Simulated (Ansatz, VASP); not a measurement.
One calculation of Rh, two programs

Contents of INCAR:

```
SYSTEM = Rh
PREC = Accurate
ENCUT = 520
EDIFF = 1E-6
ISMEAR = 0
SIGMA = 0.15
LREAL = .FALSE.
LASPH = .TRUE.
NELM = 80
ALGO = Fast
ISIF = 2
LWAVE = .FALSE.
LCHARG = .FALSE.
GGA = PS
NBANDS = 14
```

KPOINTS

```
regular mesh
0
G
  28 28 28
  0 0 0
```

The input POSCAR:

```
Rh
1.0
    0.0000000000      1.8899965803      1.8899965803
    1.7009969223      0.0000000000      1.8899965803
    1.7009969223      1.8899965803      0.0000000000
Rh
1
Direct
    0.0000000000      0.0000000000      0.0000000000
```

Input for Ansatz:

```yaml
crystal:
  lattice:
    - [0.0, 1.8899965803, 1.8899965803]
    - [1.7009969223, 0.0, 1.8899965803]
    - [1.7009969223, 1.8899965803, 0.0]
  atoms:
    - { symbol: Rh, position: [0.0, 0.0, 0.0] }
basis:
  ecutwfc: 420
kpoints:
  mp_grid: { grid: [28, 28, 28] }
hamiltonian:
  xc: pbesol
scf:
  occupations: { method: gaussian, width: 0.15 }
output:
  forces: true
  stress: true
  eigenvalues: true
  write_density: true
  write_potential: true
  elf: true
  volumetric_format: npy
```

Change from the starting cell: strain -0.1000 x Voigt [1, 0, 0, 0, 0, 0], atoms carried along.

Alike in both runs: task single point; functional PBEsol; k mesh 28 × 28 × 28; occupations gaussian, width 0.15 eV; no spin polarisation.

|  | VASP | Ansatz |
| --- | --- | --- |
| version | VASP 6.6.1 | Ansatz 0.2.0 |
| potentials or method | VASP PAW PBE potentials, release 64 (Rh_pv), cutoff 520 eV | scalar-relativistic, plane waves, PAW |
| valence electrons in the cell | 15 | 17 |

```tsv
	VASP	Ansatz	Ansatz less VASP
gap on the k mesh at the Fermi level (eV)	none	none	-
pressure (GPa)	42.4	42.6	+0.21
traceless stress, the component that is largest in VASP (GPa)	20.73	20.74	+0.003
```

VASP's potentials were made for PBE, not for PBEsol. A gap of «none» marks a metal or a gap that the smearing closes. Both programs put the cell under a high pressure, so it lies far from rest at this level. VASP's potentials hold 15 valence electrons a cell and Ansatz's 17, so a difference there can come from the potentials and not from the codes.
